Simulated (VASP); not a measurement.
# K (Im-3m) in VASP: relaxation of volume and atoms at fixed shape with PBEsol

Aim: the relaxation of volume and atoms at fixed shape of K with PBEsol.

Program: VASP 6.6.1. These are calculated values, not measurements. Logs are shortened: lines on timing, memory, paths and dates and some standing lists are left out, and cuts for length are marked.

## (1) The cell of the first run

The structure is cubic, space group Im-3m (No. 229). Conventional cell: a = 5.225 Å, b = 5.225 Å, c = 5.225 Å, α = 90.00°, β = 90.00°, γ = 90.00°.

## (2) Relaxation of volume and atoms at fixed shape, PBEsol

File INCAR:

```
SYSTEM = K
PREC     = Accurate       ! precision mode
ENCUT    = 500            ! plane-wave cutoff, eV
EDIFF    = 1E-7           ! SCF threshold, eV
ISMEAR   = -1             ! smearing method
SIGMA    = 0.05           ! smearing width, eV
LREAL    = .FALSE.        ! projectors in reciprocal space
LASPH    = .TRUE.         ! aspherical terms in the spheres
NELM     = 120            ! most SCF steps
ALGO     = Normal         ! electronic algorithm
ISIF     = 8              ! what is computed and relaxed
LWAVE    = .FALSE.        ! write WAVECAR
LCHARG   = .FALSE.        ! write CHGCAR
GGA      = PS             ! functional
IBRION   = 2              ! ionic algorithm
NSW      = 80             ! ionic steps
EDIFFG   = -0.02          ! ionic threshold
GGA_COMPAT= .FALSE.      
NELMIN   = 4
```

File KPOINTS:

```
regular mesh
0
G
  6 6 6
  0 0 0
```

File POSCAR:

```
K
1.0
   -2.6125000000      2.6125000000      2.6125000000
    2.6125000000     -2.6125000000      2.6125000000
    2.6125000000      2.6125000000     -2.6125000000
K
1
Direct
    0.0000000000      0.0000000000      0.0000000000
```

Potentials or basis: VASP PAW PBE potentials, release 64 (K_sv).

Command:

```bash
cat potpaw_PBE.64/K_sv/POTCAR > POTCAR
mpirun -np 1 vasp_std > vasp.out
```

OUTCAR:

```text
SYSTEM = K
   PREC = Accurate
   ENCUT = 500
   EDIFF = 1E-7
   ISMEAR = -1
   LREAL = .FALSE.
   LASPH = .TRUE.
   NELM = 120
   ISIF = 8
   GGA = PS
   IBRION = 2
   NSW = 80
   EDIFFG = -0.02
   NELMIN = 4

 ion  position               nearest neighbor table
   1  0.000  0.000  0.000-

  LATTYP: Found a body centered cubic cell.
 ALAT       =     5.2250000000

  Lattice vectors:

 A1 = (  -2.6125000000,   2.6125000000,   2.6125000000)
 A2 = (   2.6125000000,  -2.6125000000,   2.6125000000)
 A3 = (   2.6125000000,   2.6125000000,  -2.6125000000)

Analysis of symmetry for initial positions (statically):
=====================================================================
 Subroutine PRICEL returns:
 Original cell was already a primitive cell.

 Routine SETGRP: Setting up the symmetry group for a
 body centered cubic supercell.

 Subroutine GETGRP returns: Found 48 space group operations
 (whereof 48 operations were pure point group operations)
 out of a pool of 48 trial point group operations.

The static configuration has the point symmetry O_h .

Analysis of symmetry for dynamics (positions and initial velocities):
=====================================================================
 Subroutine PRICEL returns:
 Original cell was already a primitive cell.

 Routine SETGRP: Setting up the symmetry group for a
 body centered cubic supercell.

 Subroutine GETGRP returns: Found 48 space group operations
 (whereof 48 operations were pure point group operations)
 out of a pool of 48 trial point group operations.

The dynamic configuration has the point symmetry O_h .

 Subroutine INISYM returns: Found 48 space group operations
 (whereof 48 operations are pure point group operations),
 and found     1 'primitive' translations

----------------------------------------------------------------------------------------

                                     Primitive cell

  volume of cell :      71.3229

  direct lattice vectors                    reciprocal lattice vectors
    -2.612500000  2.612500000  2.612500000     0.000000000  0.191387560  0.191387560
     2.612500000 -2.612500000  2.612500000     0.191387560  0.000000000  0.191387560
     2.612500000  2.612500000 -2.612500000     0.191387560  0.191387560  0.000000000

  length of vectors
     4.524982735  4.524982735  4.524982735     0.270662883  0.270662883  0.270662883

  position of ions in fractional coordinates (direct lattice)
     0.000000000  0.000000000  0.000000000

  ion indices of the primitive-cell ions
   primitive index   ion index
                 1           1

----------------------------------------------------------------------------------------

 KPOINTS: regular mesh

Automatic generation of k-mesh.
 Grid dimensions read from file:
 generate k-points for:    6    6    6

 Generating k-lattice:

  Cartesian coordinates                     Fractional coordinates (reciprocal lattice)
     0.000000000  0.031897927  0.031897927     0.166666667  0.000000000  0.000000000
     0.031897927  0.000000000  0.031897927     0.000000000  0.166666667  0.000000000
     0.031897927  0.031897927  0.000000000     0.000000000  0.000000000  0.166666667

  Length of vectors
     0.045110480  0.045110480  0.045110480

  Shift w.r.t. Gamma in fractional coordinates (k-lattice)
     0.000000000  0.000000000  0.000000000

 Subroutine IBZKPT returns following result:
 ===========================================

 Found     16 irreducible k-points:

 Following reciprocal coordinates:
            Coordinates               Weight
  0.000000  0.000000  0.000000      1.000000
  0.166667  0.000000  0.000000     12.000000
  0.333333  0.000000  0.000000     12.000000
  0.500000  0.000000  0.000000      6.000000
  0.166667  0.166667  0.000000     24.000000
  0.333333  0.166667  0.000000     48.000000
  0.333333  0.333333  0.000000      8.000000
  0.166667  0.166667  0.166667      8.000000
  0.333333  0.166667  0.166667     12.000000
 -0.166667  0.166667  0.166667      6.000000
 -0.333333  0.333333  0.166667     24.000000
  0.500000  0.500000  0.166667     12.000000
 -0.333333  0.500000  0.166667     24.000000
 -0.333333  0.333333  0.333333      6.000000
  0.500000  0.500000  0.333333     12.000000
  0.500000  0.500000  0.500000      1.000000
   k-points           NKPTS =     16   k-points in BZ     NKDIM =     16   number of bands    NBANDS=      8
   number of dos      NEDOS =    301   number of ions     NIONS =      1
   total plane-waves  NPLWV =  46656
   dimension x,y,z NGX =    36 NGY =   36 NGZ =   36
   dimension x,y,z NGXF=    72 NGYF=   72 NGZF=   72
   ions per type =               1
   NGX,Y,Z   is equivalent  to a cutoff of  13.23, 13.23, 13.23 a.u.
   NGXF,Y,Z  is equivalent  to a cutoff of  26.45, 26.45, 26.45 a.u.
 SYSTEM =  K
   PREC   = accura    normal or accurate (medium, high low for compatibility)
   ISTART =      0    job   : 0-new  1-cont  2-samecut
   ICHARG =      2    charge: 1-file 2-atom 10-const
   ISPIN  =      1    spin polarized calculation?
   LNONCOLLINEAR =      F non collinear calculations
   LSORBIT =      F    spin-orbit coupling
   LASPH  =      T    aspherical Exc in radial PAW
   ENCUT  =  500.0 eV  36.75 Ry    6.06 a.u.   8.25  8.25  8.25*2*pi/ulx,y,z
   NELM   =    120;   NELMIN=  4; NELMDL= -5     # of ELM steps
   EDIFF  = 0.1E-06   stopping-criterion for ELM
   LREAL  =      F    real-space projection
   EDIFFG = -.2E-01   stopping-criterion for IOM
   NSW    =     80    number of steps for IOM
   IBRION =      2    ionic relax: 0-MD 1-quasi-New 2-CG
   NFREE  =      1    steps in history (QN), initial steepest desc. (CG)
   ISIF   =      8    stress and relaxation
   ISYM   =      2    0-nonsym 1-usesym 2-fastsym
   POTIM  = 0.5000    time-step for ionic-motion
   TEBEG  =    0.0;   TEEND  =   0.0 temperature during run
   PSTRESS=    0.0 pullay stress
   NELECT =       9.0000    total number of electrons
   NUPDOWN=      -1.0000    fix difference up-down
   EMIN   =  10.00;   EMAX   =-10.00  energy-range for DOS
   EFERMI =   0.00;   METHOD = LEGACY
   ISMEAR =    -1;   SIGMA  =   0.05  broadening in eV -4-tet -1-fermi 0-gaus
   EFERMI_NEDOS =   21; number of points for ismear=-14 and -15
   IALGO  =     38    algorithm
   IMIX   =      4    mixing-type and parameters
     AMIX     =   0.40;   BMIX     =  1.00
     AMIX_MAG =   1.60;   BMIX_MAG =  1.00
  volume/ion in A,a.u.               =      71.32       481.31
  Fermi-wavevector in a.u.,A,eV,Ry     =   0.821131  1.551714  9.173822  0.674257
  Thomas-Fermi vector in A             =   1.932236
   LORBIT       =      0    0 simple, 1 ext, 2 COOP (PROOUT), +10 PAW based schemes
   GGA     = PS    functional components
   LHFCALC =     F    Hartree Fock is set to
   AEXX    =    0.0000 exact exchange contribution
   IVDW    =     0    specifies the selected vdW correction
   LEPSILON=     F    determine dielectric tensor
   LRPA    =     F    only Hartree local field effects (RPA)
 conjugate gradient relaxation of ions
 non-spin polarized calculation
  energy-cutoff  :      500.00
  volume of cell :       71.32
 maximum number of plane-waves:      1865
 NGX is ok and might be reduce to    36
   NGX = 17   NGY = 17   NGZ = 17

 number of electron       9.0000000 magnetization

 Free energy of the ion-electron system (eV)
  ---------------------------------------------------
  ext. energy  EPLUGINS =         0.00000000
  ---------------------------------------------------
  free energy    TOTEN  =        -1.12141585 eV

  energy without entropy =       -1.10599194  energy(sigma->0) =       -1.11370389

 E-fermi :  -0.0815     XC(G=0):  -5.7733

 val. band max:       -0.3497820166   @ k =   0.1667   0.1667   0.1667
 cond. band min:      -0.0689778756   @ k =   0.3333   0.1667   0.0000
 fundamental gap:      0.2808041410
 Fermi energy:        -0.0814969481

 k-point     1 :       0.0000    0.0000    0.0000
  band No.  band energies     occupation
      1     -32.0735      2.00000
      2     -15.5810      2.00000
      3     -15.5810      2.00000
      4     -15.5810      2.00000
      5      -2.3031      2.00000
      6       4.2252      0.00000
      7       4.2252      0.00000
      8       4.2252      0.00000

 k-point     2 :       0.1667    0.0000    0.0000
  band No.  band energies     occupation
      1     -32.0722      2.00000
      2     -15.6004      2.00000
      3     -15.5874      2.00000
      4     -15.5809      2.00000
      5      -1.9526      2.00000
      6       3.5882      0.00000
      7       3.8388      0.00000
      8       4.5095      0.00000

 k-point     3 :       0.3333    0.0000    0.0000
  band No.  band energies     occupation
      1     -32.0698      2.00000
      2     -15.6386      2.00000
      3     -15.6002      2.00000
      4     -15.5809      2.00000
      5      -0.9672      2.00000
      6       2.0715      0.00000
      7       3.2892      0.00000
      8       5.0085      0.00000

 k-point     4 :       0.5000    0.0000    0.0000
  band No.  band energies     occupation
      1     -32.0686      2.00000
      2     -15.6575      2.00000
      3     -15.6066      2.00000
      4     -15.5809      2.00000
      5       0.3420      0.00042
      6       0.6014      0.00000
      7       3.0730      0.00000
      8       4.8405      0.00000

 k-point     5 :       0.1667    0.1667    0.0000
  band No.  band energies     occupation
      1     -32.0704      2.00000
      2     -15.6264      2.00000
      3     -15.5954      2.00000
      4     -15.5854      2.00000
      5      -1.2830      2.00000
      6       2.7468      0.00000
      7       3.1411      0.00000
      8       4.7910      0.00000

 k-point     6 :       0.3333    0.1667    0.0000
  band No.  band energies     occupation
      1     -32.0686      2.00000
      2     -15.6478      2.00000
      3     -15.6105      2.00000
      4     -15.5869      2.00000
      5      -0.0690      0.87546
      6       1.4201      0.00000
      7       2.6404      0.00000
      8       4.6372      0.00000

 k-point     7 :       0.3333    0.3333    0.0000
  band No.  band energies     occupation
      1     -32.0680      2.00000
      2     -15.6336      2.00000
      3     -15.6336      2.00000
      4     -15.5906      2.00000
      5       1.1098      0.00000
      6       1.1098      0.00000
      7       1.5263      0.00000
      8       4.5440      0.00000

 k-point     8 :       0.1667    0.1667    0.1667
  band No.  band energies     occupation
      1     -32.0691      2.00000
      2     -15.6412      2.00000
      3     -15.5980      2.00000
      4     -15.5980      2.00000
      5      -0.3498      1.99070
      6       2.1766      0.00000
      7       2.1766      0.00000
      8       4.3480      0.00000

 k-point     9 :       0.3333    0.1667    0.1667
  band No.  band energies     occupation
      1     -32.0684      2.00000
      2     -15.6376      2.00000
      3     -15.6153      2.00000
      4     -15.5993      2.00000
      5       0.9416      0.00000
      6       0.9959      0.00000
      7       1.9894      0.00000
      8       3.6723      0.00000

 k-point    10 :      -0.1667    0.1667    0.1667
  band No.  band energies     occupation
      1     -32.0711      2.00000
      2     -15.6039      2.00000
      3     -15.5941      2.00000
      4     -15.5941      2.00000
      5      -1.6121      2.00000
      6       3.6616      0.00000
      7       3.7036      0.00000
      8       3.7036      0.00000

 k-point    11 :      -0.3333    0.3333    0.1667
  band No.  band energies     occupation
      1     -32.0688      2.00000
      2     -15.6352      2.00000
      3     -15.6074      2.00000
      4     -15.5956      2.00000
      5      -0.6555      1.99998
      6       2.2131      0.00000
      7       3.3382      0.00000
      8       3.8195      0.00000

 k-point    12 :       0.5000    0.5000    0.1667
  band No.  band energies     occupation
      1     -32.0676      2.00000
      2     -15.6521      2.00000
      3     -15.6140      2.00000
      4     -15.5948      2.00000
      5       0.6900      0.00000
      6       0.7555      0.00000
      7       3.1692      0.00000
      8       3.6641      0.00000

 k-point    13 :      -0.3333    0.5000    0.1667
  band No.  band energies     occupation
      1     -32.0672      2.00000
      2     -15.6427      2.00000
      3     -15.6256      2.00000
      4     -15.6007      2.00000
      5       0.4666      0.00003
      6       1.6067      0.00000
      7       2.3507      0.00000
      8       4.1929      0.00000

 k-point    14 :      -0.3333    0.3333    0.3333
  band No.  band energies     occupation
      1     -32.0668      2.00000
      2     -15.6313      2.00000
      3     -15.6216      2.00000
      4     -15.6216      2.00000
      5       0.1928      0.00825
      6       2.1093      0.00000
      7       3.3719      0.00000
      8       3.3719      0.00000

 k-point    15 :       0.5000    0.5000    0.3333
  band No.  band energies     occupation
      1     -32.0657      2.00000
      2     -15.6414      2.00000
      3     -15.6287      2.00000
      4     -15.6224      2.00000
      5       1.1894      0.00000
      6       1.4133      0.00000
      7       2.9674      0.00000
      8       3.3582      0.00000

 k-point    16 :       0.5000    0.5000    0.5000
  band No.  band energies     occupation
      1     -32.0648      2.00000
      2     -15.6361      2.00000
      3     -15.6361      2.00000
      4     -15.6361      2.00000
      5       1.5597      0.00000
      6       1.5597      0.00000
      7       3.4493      0.00000
      8       3.4493      0.00000

------------------------ aborting loop because EDIFF is reached ----------------------------------------

  FORCE on cell =-STRESS in cart. coord.  units (eV):
  Direction    XX          YY          ZZ          XY          YZ          ZX
  --------------------------------------------------------------------------------------
  -------------------------------------------------------------------------------------
  Total       -0.0005954     -0.0005954     -0.0005954     -0.0000000      0.0000000     -0.0000000
  in kB       -0.0133738     -0.0133738     -0.0133738     -0.0000000      0.0000000     -0.0000000
  external PRESSURE =      -0.0133738 kB  Pullay stress =       0.0000000 kB

 VOLUME and BASIS-vectors are now :
 -----------------------------------------------------------------------------
  energy-cutoff  :      500.00
  volume of cell :       71.32
      direct lattice vectors                 reciprocal lattice vectors
    -2.612500000  2.612500000  2.612500000     0.000000000  0.191387560  0.191387560
     2.612500000 -2.612500000  2.612500000     0.191387560  0.000000000  0.191387560
     2.612500000  2.612500000 -2.612500000     0.191387560  0.191387560  0.000000000

 POSITION                                       TOTAL-FORCE (eV/Angst)
 -----------------------------------------------------------------------------------
      0.00000      0.00000      0.00000        -0.000000      0.000000     -0.000000
 -----------------------------------------------------------------------------------
    total drift:                               -0.000000     -0.000000      0.000000

  FREE ENERGIE OF THE ION-ELECTRON SYSTEM (eV)
  ---------------------------------------------------
  free  energy   TOTEN  =        -1.1214158527 eV

  energy  without entropy=       -1.1059919365  energy(sigma->0) =       -1.11370389

 reached required accuracy - stopping structural energy minimisation
```

Run time: 16 s. Hardware: 1 thread of AMD EPYC 7R13 (Zen 3), shared host; peak memory 0.17 GiB.

What came out:

```yaml
Free_energy: -1.1214 eV
Pressure_after_relaxing: 0.0 GPa
Band_gap_on_the_k_mesh: zero (an odd number of electrons rules out a gap without spin polarisation)
```

Final structure:
```
K
1.0
    -2.61250    2.61250    2.61250
     2.61250   -2.61250    2.61250
     2.61250    2.61250   -2.61250
K
1
Direct
  0.00000 0.00000 0.00000
```

Caveat: the PAW data sets were made with another functional, which shifts forces and pressure a little.

The gap in the log of VASP goes by the Fermi energy; the results here count the filled bands.